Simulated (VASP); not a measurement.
Here is a VASP 6.6.1 calculation.

The input INCAR:

```
ALGO = Normal
EDIFF = 1E-6
ENCUT = 500
GGA = PS
GGA_COMPAT = F
ISIF = 2
ISMEAR = 0
LASPH = T
LCHARG = T
LELF = T
LREAL = F
LVHAR = T
LWAVE = F
NBANDS = 15
NELM = 120
PREC = Accurate
SIGMA = 0.05
```

The input KPOINTS:

```
k-points
0
Gamma
  4 4 4
```

File POSCAR:

```
CsBr
1.0
    4.4011411020      0.0000000000      0.0000000000
    0.0000000000      4.4011411020      0.0000000000
    0.0000000000      0.0000000000      4.4011411020
Cs Br
1 1
Direct
    0.0000000000      0.0000000000      0.0000000000
    0.5000000000      0.5000000000      0.5000000000
```

Potentials or basis: VASP PAW PBE potentials, release 64 (Cs_sv, Br).

Command:

```console
$ cat potpaw_PBE.64/Cs_sv/POTCAR potpaw_PBE.64/Br/POTCAR > POTCAR
$ mpirun -np 1 vasp_std > vasp.out
```

What does it give for the band gap on the k mesh?

4.04 eV, indirect (least direct gap 4.06 eV).

Predict the pressure.

-1.3 GPa.

Caveat: the PAW data sets were made with another functional, which shifts forces and pressure a little; spin-orbit coupling is left out, which moves the levels of the heavy elements. As with any semilocal functional, this PBEsol gap is likely too small.
